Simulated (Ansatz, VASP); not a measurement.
# PtSe: VASP beside Ansatz

Contents of INCAR:

```
PREC     = Accurate       # precision mode
ENCUT    = 600            # plane-wave cutoff, eV
EDIFF    = 1E-7           # SCF threshold, eV
ISMEAR   = -1             # smearing method
SIGMA    = 0.05           # smearing width, eV
LREAL    = False          # projectors in reciprocal space
LASPH    = True           # aspherical terms in the spheres
NELM     = 60             # most SCF steps
ALGO     = Normal         # electronic algorithm
ISIF     = 3              # what is computed and relaxed
LWAVE    = False          # write WAVECAR
LCHARG   = False          # write CHGCAR
IBRION   = 2              # ionic algorithm
NSW      = 60             # ionic steps
EDIFFG   = -0.01          # ionic threshold
```

Contents of KPOINTS:

```
regular mesh
0
Gamma
  8 8 7
```

File POSCAR:

```
PtSe
1.0
    3.7018703300      0.0000000000      0.0000000000
   -1.8509351600      3.2059137500      0.0000000000
    0.0000000000      0.0000000000      3.6128420300
Pt Se
1 1
Direct
    0.0000000000      0.0000000000      0.0000000000
    0.6666666667      0.3333333333      0.5000000000
```

File input.yaml:

```yaml
crystal:
  lattice:
    - [3.70187033, 0.0, 0.0]
    - [-1.85093516, 3.20591375, 0.0]
    - [0.0, 0.0, 3.61284203]
  atoms:
    - { symbol: Pt, position: [0.0, 0.0, 0.0] }
    - { symbol: Se, position: [0.6666666667, 0.3333333333, 0.5] }
hamiltonian:
  xc: lda
  pseudopotentials: { kind: paw }
kpoints:
  mp_grid: { grid: [8, 8, 7] }
scf:
  occupations: { method: fermi_dirac, width: 0.05 }
output:
  forces: true
  stress: true
  eigenvalues: true
relax:
  f_tol: 0.01
  max_steps: 40
  cell: { stress_tol: 0.05 }
```

Alike in both runs: task relaxation of cell and atoms; functional LDA; k mesh 8 × 8 × 7; occupations fermi-dirac, width 0.05 eV; no spin polarisation.

|  | VASP | Ansatz |
| --- | --- | --- |
| version | VASP 6.6.1 | Ansatz 0.2.0 |
| potentials or method | VASP PAW LDA potentials, release 64 (Pt, Se) | Ansatz PAW |
| plane-wave cutoff (eV) | 600 | 420 |
| valence electrons in the cell | 16 | 34 |

Ansatz gave:

- gap on the k mesh at the Fermi level, each at its own relaxed structure (eV): none
- relaxed volume (Å³/atom): 18.07
- relaxed cell length with the largest relative difference (Å): 3.097

Estimate VASP's values.

gap on the k mesh at the Fermi level, each at its own relaxed structure (eV): none; relaxed volume (Å³/atom): 18.13; relaxed cell length with the largest relative difference (Å): 3.102.

LDA's correlation is that of Perdew and Zunger in VASP and of Perdew and Wang (1992) in Ansatz. A gap of «none» marks a metal or a gap that the smearing closes. VASP's potentials hold 16 valence electrons a cell and Ansatz's 34, so a difference there can come from the potentials and not from the codes.

Neither program's run includes spin-orbit coupling. Noted on VASP's run: the volume moved by over 15 % at a fixed basis, so the end points are rough. Noted on Ansatz's run: the volume moved by over 15 % at a fixed basis, so the end points are rough; the plane-wave basis is chosen anew once the cell has moved, so the energies of steps on either side of that aren't comparable.
